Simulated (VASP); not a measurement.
Write the native input for VASP 6.6.1 that does the following.

* Task: relaxation of cell and atoms
* Functional: BLYP
* Dispersion: D3(BJ)
* Potentials or basis: VASP PAW PBE potentials, release 64 (Mg, O)
* Cutoff: 600 eV
* k mesh: 10 × 10 × 10
* Occupations: fermi-dirac, width 0.05 eV
* Spin: no spin polarisation
* Dipole correction: no
* Further INCAR settings: ALGO = Normal; EDIFF = 1e-06; IBRION = 2; EDIFFG = -0.01; NSW = 60; ISIF = 3

The structure of MgO lies in POSCAR:

```
MgO
1.0
    0.0000000000      2.3061600000      2.3061600000
    2.3061600000      0.0000000000      2.3061600000
    2.3061600000      2.3061600000      0.0000000000
Mg O
1 1
Direct
    0.5000000000      0.5000000000      0.5000000000
    0.7500000000      0.7500000000      0.7500000000
```

These files were run (other wordings do the same):

INCAR

```
SYSTEM = MgO
  PREC = Accurate
  ENCUT = 600
  EDIFF = 1E-6
  ISMEAR = -1
  SIGMA = 0.05
  LREAL = .False.
  LASPH = .True.
  NELM = 80
  ALGO = Normal
  ISIF = 3
  LWAVE = .False.
  LCHARG = .False.
  GGA = B5
  ALDAX = 1.0
  AGGAX = 1.0
  AGGAC = 1.0
  ALDAC = 0.0
  IVDW = 12
  VDW_S6 = 1.0
  VDW_S8 = 2.6996
  VDW_A1 = 0.4298
  VDW_A2 = 4.2359
  IBRION = 2
  NSW = 60
  EDIFFG = -0.01
```

KPOINTS

```
regular mesh
0
Gamma
  10 10 10
  0 0 0
```

Potentials or basis: VASP PAW PBE potentials, release 64 (Mg, O).

Command:

```console
$ cat potpaw_PBE.64/Mg/POTCAR potpaw_PBE.64/O/POTCAR > POTCAR
$ mpirun -np 1 vasp_std > vasp.out
```

Results of the run:

```yaml
Relaxed_volume: 11.70 Å³/atom
Relaxed_cell: a = 3.211 Å, b = 3.211 Å, c = 3.211 Å, α = 60.00°, β = 60.00°, γ = 60.00°
Space_group_after_relaxing_to_0.05_Å: F-43m (No. 216)
Energy_gained_by_relaxing: 9.8 meV/atom
Ionic_steps: 3
Pressure_after_relaxing: 0.0 GPa
Band_gap_on_the_k_mesh: 4.00 eV, direct
Dispersion_energy_per_atom: -0.511 eV
```

Caveat: the PAW data sets were made with another functional, which shifts forces and pressure a little.

It took 24 s on 1 thread of Intel(R) Xeon(R) 6975P-C (Granite Rapids), on a shared host, peak memory 0.18 GiB.
